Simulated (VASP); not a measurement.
# Rh (Pm-3m) in VASP: notebook

The runs below take Rh through single point, with PBE.

Program: VASP 6.6.1. These are calculated values, not measurements. Logs are shortened: lines on timing, memory, paths and dates and some standing lists are left out, and cuts for length are marked.

### Step 1. The cell of the first run

Symmetry: Pm-3m, No. 221, cubic system. The conventional cell has a = 2.355 Å, b = 2.355 Å, c = 2.355 Å, α = 90.00°, β = 90.00°, γ = 90.00°. Rh (site symmetry m-3m) has 6 Rh at 2.36 Å within 3.1 Å.

### Step 2. Single point, PBE (volume scaled by 0.8)

INCAR

```
  PREC = Accurate
  ENCUT = 520
  EDIFF = 1E-6
  ISMEAR = -1
  SIGMA = 0.1
  LREAL = F
  LASPH = T
  NELM = 100
  ALGO = Normal
  ISIF = 2
  LWAVE = F
  LCHARG = F
  GGA = PE
  NBANDS = 14
```

KPOINTS

```
regular mesh
0
Gamma
  15 15 15
```

POSCAR

```
Rh
1.0
    2.3553083665      0.0000000000      0.0000000000
    0.0000000000      2.3553083665      0.0000000000
    0.0000000000      0.0000000000      2.3553083665
Rh
1
Direct
    0.0000000000      0.0000000000      0.0000000000
```

Potentials or basis: VASP PAW PBE potentials, release 64 (Rh_pv).

Run with:

```bash
cat potpaw_PBE.64/Rh_pv/POTCAR > POTCAR
mpirun -np 1 vasp_std > vasp.out
```

OUTCAR:

```text
PREC = Accurate
   ENCUT = 520
   EDIFF = 1E-6
   ISMEAR = -1
   LREAL = F
   LASPH = T
   NELM = 100
   ISIF = 2
   GGA = PE

 ion  position               nearest neighbor table
   1  0.000  0.000  0.000-

  LATTYP: Found a simple cubic cell.
 ALAT       =     2.3553083665

  Lattice vectors:

 A1 = (   2.3553083665,   0.0000000000,   0.0000000000)
 A2 = (   0.0000000000,   2.3553083665,   0.0000000000)
 A3 = (   0.0000000000,   0.0000000000,   2.3553083665)

Analysis of symmetry for initial positions (statically):
=====================================================================
 Subroutine PRICEL returns:
 Original cell was already a primitive cell.

 Routine SETGRP: Setting up the symmetry group for a
 simple cubic supercell.

 Subroutine GETGRP returns: Found 48 space group operations
 (whereof 48 operations were pure point group operations)
 out of a pool of 48 trial point group operations.

The static configuration has the point symmetry O_h .

Analysis of symmetry for dynamics (positions and initial velocities):
=====================================================================
 Subroutine PRICEL returns:
 Original cell was already a primitive cell.

 Routine SETGRP: Setting up the symmetry group for a
 simple cubic supercell.

 Subroutine GETGRP returns: Found 48 space group operations
 (whereof 48 operations were pure point group operations)
 out of a pool of 48 trial point group operations.

The dynamic configuration has the point symmetry O_h .

 Subroutine INISYM returns: Found 48 space group operations
 (whereof 48 operations are pure point group operations),
 and found     1 'primitive' translations

----------------------------------------------------------------------------------------

                                     Primitive cell

  volume of cell :      13.0660

  direct lattice vectors                    reciprocal lattice vectors
     2.355308367  0.000000000  0.000000000     0.424572856  0.000000000  0.000000000
     0.000000000  2.355308367  0.000000000     0.000000000  0.424572856  0.000000000
     0.000000000  0.000000000  2.355308367     0.000000000  0.000000000  0.424572856

  length of vectors
     2.355308367  2.355308367  2.355308367     0.424572856  0.424572856  0.424572856

  position of ions in fractional coordinates (direct lattice)
     0.000000000  0.000000000  0.000000000

  ion indices of the primitive-cell ions
   primitive index   ion index
                 1           1

----------------------------------------------------------------------------------------

 KPOINTS: regular mesh

Automatic generation of k-mesh.
 Grid dimensions read from file:
 generate k-points for:   15   15   15

 Generating k-lattice:

  Cartesian coordinates                     Fractional coordinates (reciprocal lattice)
     0.028304857  0.000000000  0.000000000     0.066666667  0.000000000  0.000000000
     0.000000000  0.028304857  0.000000000     0.000000000  0.066666667  0.000000000
     0.000000000  0.000000000  0.028304857     0.000000000  0.000000000  0.066666667

  Length of vectors
     0.028304857  0.028304857  0.028304857

  Shift w.r.t. Gamma in fractional coordinates (k-lattice)
     0.000000000  0.000000000  0.000000000

 Subroutine IBZKPT returns following result:
 ===========================================

 Found    120 irreducible k-points:

 Following reciprocal coordinates:
            Coordinates               Weight
  0.000000  0.000000  0.000000      1.000000
  0.066667  0.000000  0.000000      6.000000
  0.133333  0.000000  0.000000      6.000000
  0.200000  0.000000  0.000000      6.000000
  0.266667  0.000000  0.000000      6.000000
  0.333333  0.000000  0.000000      6.000000
[... 16 lines left out ...]
  0.266667  0.200000  0.000000     24.000000
  0.333333  0.200000  0.000000     24.000000
 [... further k-points ...]
   k-points           NKPTS =    120   k-points in BZ     NKDIM =    120   number of bands    NBANDS=     14
   number of dos      NEDOS =    301   number of ions     NIONS =      1
   total plane-waves  NPLWV =   5832
   dimension x,y,z NGX =    18 NGY =   18 NGZ =   18
   dimension x,y,z NGXF=    36 NGYF=   36 NGZF=   36
   ions per type =               1
   NGX,Y,Z   is equivalent  to a cutoff of  12.71, 12.71, 12.71 a.u.
   NGXF,Y,Z  is equivalent  to a cutoff of  25.41, 25.41, 25.41 a.u.
 SYSTEM =  unknown system
   PREC   = accura    normal or accurate (medium, high low for compatibility)
   ISTART =      0    job   : 0-new  1-cont  2-samecut
   ICHARG =      2    charge: 1-file 2-atom 10-const
   ISPIN  =      1    spin polarized calculation?
   LNONCOLLINEAR =      F non collinear calculations
   LSORBIT =      F    spin-orbit coupling
   LASPH  =      T    aspherical Exc in radial PAW
   ENCUT  =  520.0 eV  38.22 Ry    6.18 a.u.   4.38  4.38  4.38*2*pi/ulx,y,z
   NELM   =    100;   NELMIN=  2; NELMDL= -5     # of ELM steps
   EDIFF  = 0.1E-05   stopping-criterion for ELM
   LREAL  =      F    real-space projection
   EDIFFG = 0.1E-04   stopping-criterion for IOM
   NSW    =      0    number of steps for IOM
   IBRION =     -1    ionic relax: 0-MD 1-quasi-New 2-CG
   NFREE  =      0    steps in history (QN), initial steepest desc. (CG)
   ISIF   =      2    stress and relaxation
   ISYM   =      2    0-nonsym 1-usesym 2-fastsym
   POTIM  = 0.5000    time-step for ionic-motion
   TEBEG  =    0.0;   TEEND  =   0.0 temperature during run
   PSTRESS=    0.0 pullay stress
   NELECT =      15.0000    total number of electrons
   NUPDOWN=      -1.0000    fix difference up-down
   EMIN   =  10.00;   EMAX   =-10.00  energy-range for DOS
   EFERMI =   0.00;   METHOD = LEGACY
   ISMEAR =    -1;   SIGMA  =   0.10  broadening in eV -4-tet -1-fermi 0-gaus
   EFERMI_NEDOS =   21; number of points for ismear=-14 and -15
   IALGO  =     38    algorithm
   IMIX   =      4    mixing-type and parameters
     AMIX     =   0.40;   BMIX     =  1.00
     AMIX_MAG =   1.60;   BMIX_MAG =  1.00
  volume/ion in A,a.u.               =      13.07        88.17
  Fermi-wavevector in a.u.,A,eV,Ry     =   1.714184  3.239338 39.979731  2.938427
  Thomas-Fermi vector in A             =   2.791789
   LORBIT       =      0    0 simple, 1 ext, 2 COOP (PROOUT), +10 PAW based schemes
   GGA     = PE    functional components
   LHFCALC =     F    Hartree Fock is set to
   AEXX    =    0.0000 exact exchange contribution
   IVDW    =     0    specifies the selected vdW correction
   LEPSILON=     F    determine dielectric tensor
   LRPA    =     F    only Hartree local field effects (RPA)
 non-spin polarized calculation
  energy-cutoff  :      520.00
  volume of cell :       13.07
 maximum number of plane-waves:       365
 NGX is ok and might be reduce to    18
   NGX =  9   NGY =  9   NGZ =  9

 number of electron      14.9999994 magnetization

 Free energy of the ion-electron system (eV)
  ---------------------------------------------------
  ext. energy  EPLUGINS =         0.00000000
  ---------------------------------------------------
  free energy    TOTEN  =        -5.90722640 eV

  energy without entropy =       -5.86449432  energy(sigma->0) =       -5.88586036

 E-fermi :  13.0588     XC(G=0): -14.1926

 val. band max:       13.0285899894   @ k =   0.2000   0.2000   0.0667
 cond. band min:      13.0671757736   @ k =   0.3333   0.1333   0.1333
 fundamental gap:      0.0385857842
 Fermi energy:        13.0588496378

 k-point     1 :       0.0000    0.0000    0.0000
  band No.  band energies     occupation
      1     -33.2938      2.00000
      2     -33.2938      2.00000
      3     -33.2938      2.00000
      4       4.7904      2.00000
      5       6.1181      2.00000
      6       6.1181      2.00000
      7      14.1585      0.00003
      8      14.1585      0.00003
      9      14.1585      0.00003
     10      31.5149      0.00000
     11      31.5149      0.00000
     12      31.5149      0.00000
     13      33.7496      0.00000
     14      40.2019      0.00000

 k-point     2 :       0.0667    0.0000    0.0000
  band No.  band energies     occupation
      1     -33.3582      2.00000
      2     -33.2883      2.00000
      3     -33.2883      2.00000
      4       4.9446      2.00000
      5       6.1523      2.00000
      6       6.2868      2.00000
      7      13.9941      0.00017
      8      13.9941      0.00017
      9      14.1710      0.00003
     10      30.5795      0.00000
     11      31.8034      0.00000
     12      31.8034      0.00000
     13      33.7512      0.00000
     14      39.0791      0.00000

 k-point     3 :       0.1333    0.0000    0.0000
  band No.  band energies     occupation
      1     -33.5381      2.00000
      2     -33.2729      2.00000
      3     -33.2729      2.00000
      4       5.3329      2.00000
      5       6.2504      2.00000
      6       6.8352      2.00000
      7      13.5523      0.01428
      8      13.5523      0.01428
      9      14.2068      0.00002
     10      28.6099      0.00000
     11      32.6078      0.00000
     12      32.6078      0.00000
     13      33.7524      0.00000
     14      37.1170      0.00000

 k-point     4 :       0.2000    0.0000    0.0000
  band No.  band energies     occupation
      1     -33.7980      2.00000
      2     -33.2502      2.00000
      3     -33.2502      2.00000
      4       5.8177      2.00000
      5       6.3985      2.00000
      6       7.8043      2.00000
      7      12.9530      1.48487
      8      12.9530      1.48487
      9      14.2598      0.00001
     10      26.4773      0.00000
     11      33.7532      0.00000
     12      33.7817      0.00000
     13      33.7817      0.00000
     14      35.1970      0.00000

 k-point     5 :       0.2667    0.0000    0.0000
  band No.  band energies     occupation
      1     -34.0892      2.00000
      2     -33.2239      2.00000
      3     -33.2239      2.00000
      4       6.3307      2.00000
      5       6.5743      2.00000
      6       9.0933      2.00000
      7      12.3252      1.99870
      8      12.3252      1.99870
      9      14.3213      0.00001
     10      24.5217      0.00000
     11      33.5287      0.00000
[... 276 lines left out ...]
 k-point    22 :       0.2000    0.2000    0.0000
  band No.  band energies     occupation
      1     -33.7626      2.00000
      2     -33.7296      2.00000
      3     -33.2073      2.00000
      4       6.5401      2.00000
      5       7.7165      2.00000
      6       8.3847      2.00000
      7      11.9914      1.99995
      8      12.9721      1.40841
      9      13.2362      0.29018
     10      27.6384      0.00000
     11      28.6229      0.00000
     12      33.7545      0.00000
     13      35.4559      0.00000
     14      36.0976      0.00000

 k-point    23 :       0.2667    0.2000    0.0000
  band No.  band energies     occupation
      1     -34.0336      2.00000
      2     -33.7139      2.00000
      3     -33.1815      2.00000
      4       6.8415      2.00000
      5       7.9662      2.00000
      6       9.1828      2.00000
      7      12.0094      1.99994
      8      12.4720      1.99436
      9      13.2191      0.33536
     10      25.8304      0.00000
     11      29.2828      0.00000
     12      33.7535      0.00000
     13      34.7290      0.00000
     14      37.4790      0.00000

 k-point    24 :       0.3333    0.2000    0.0000
  band No.  band energies     occupation
      1     -34.3007      2.00000
      2     -33.6844      2.00000
      3     -33.1567      2.00000
      4       7.1305      2.00000
      5       8.0373      2.00000
      6       9.5575      2.00000
      7      11.9487      1.99997
      8      12.9389      1.53678
      9      13.2922      0.17675
     10      23.9396      0.00000
     11      30.2190      0.00000
     12      33.7419      0.00000
     13      34.0092      0.00000
     14      38.9002      0.00000

 [... further k-points ...]

------------------------ aborting loop because EDIFF is reached ----------------------------------------

  FORCE on cell =-STRESS in cart. coord.  units (eV):
  Direction    XX          YY          ZZ          XY          YZ          ZX
  --------------------------------------------------------------------------------------
  -------------------------------------------------------------------------------------
  Total        5.8245095      5.8245095      5.8245095     -0.0000000      0.0000000     -0.0000000
  in kB      714.2111360    714.2111360    714.2111360     -0.0000000      0.0000000     -0.0000000
  external PRESSURE =     714.2111360 kB  Pullay stress =       0.0000000 kB

 VOLUME and BASIS-vectors are now :
 -----------------------------------------------------------------------------
  energy-cutoff  :      520.00
  volume of cell :       13.07
      direct lattice vectors                 reciprocal lattice vectors
     2.355308367  0.000000000  0.000000000     0.424572856  0.000000000  0.000000000
     0.000000000  2.355308367  0.000000000     0.000000000  0.424572856  0.000000000
     0.000000000  0.000000000  2.355308367     0.000000000  0.000000000  0.424572856

 POSITION                                       TOTAL-FORCE (eV/Angst)
 -----------------------------------------------------------------------------------
      0.00000      0.00000      0.00000         0.000000      0.000000      0.000000
 -----------------------------------------------------------------------------------
    total drift:                                0.000000      0.000000     -0.000000

  FREE ENERGIE OF THE ION-ELECTRON SYSTEM (eV)
  ---------------------------------------------------
  free  energy   TOTEN  =        -5.9072263966 eV

  energy  without entropy=       -5.8644943157  energy(sigma->0) =       -5.88586036
```

Wall time 19 s (1 thread of AMD EPYC 7R43 (Zen 3), shared host); peak memory 0.1 GiB.

What came out:

| Item | Value |
| --- | --- |
| Free energy | -5.9072 eV |
| Pressure | 71.4 GPa |

### Step 3. Single point, PBE (volume scaled by 0.9)

INCAR

```
SYSTEM = Rh
  PREC = Accurate
  ENCUT = 520
  EDIFF = 1E-6
  ISMEAR = -1
  SIGMA = 0.1
  LREAL = .False.
  LASPH = .True.
  NELM = 80
  ALGO = Normal
  ISIF = 2
  LWAVE = .False.
  LCHARG = .False.
  GGA = PE
  NBANDS = 14
```

KPOINTS

```
regular mesh
0
Gamma
  15 15 15
  0 0 0
```

POSCAR

```
Rh
1.0
    2.4496194158      0.0000000000      0.0000000000
    0.0000000000      2.4496194158      0.0000000000
    0.0000000000      0.0000000000      2.4496194158
Rh
1
Direct
    0.0000000000      0.0000000000      0.0000000000
```

Potentials or basis: VASP PAW PBE potentials, release 64 (Rh_pv).

Run with:

```bash
cat potpaw_PBE.64/Rh_pv/POTCAR > POTCAR
mpirun -np 1 vasp_std > vasp.out
```

Wall time 24 s (1 thread of AMD EPYC 7R43 (Zen 3), shared host); peak memory 0.09 GiB.

The run converged. Its results:

| Item | Value |
| --- | --- |
| Free energy | -6.3765 eV |
| Pressure | 25.1 GPa |

Levels at points of the mesh, in eV from the Fermi level:
```csv
k point,band 5,band 6,band 7,band 8,band 9,band 10,band 11,band 12
"(0.00, 0.00, 0.00)",-5.88,-5.88,0.90,0.90,0.90,17.57,17.57,17.57
```

[end of part 1 of 2]
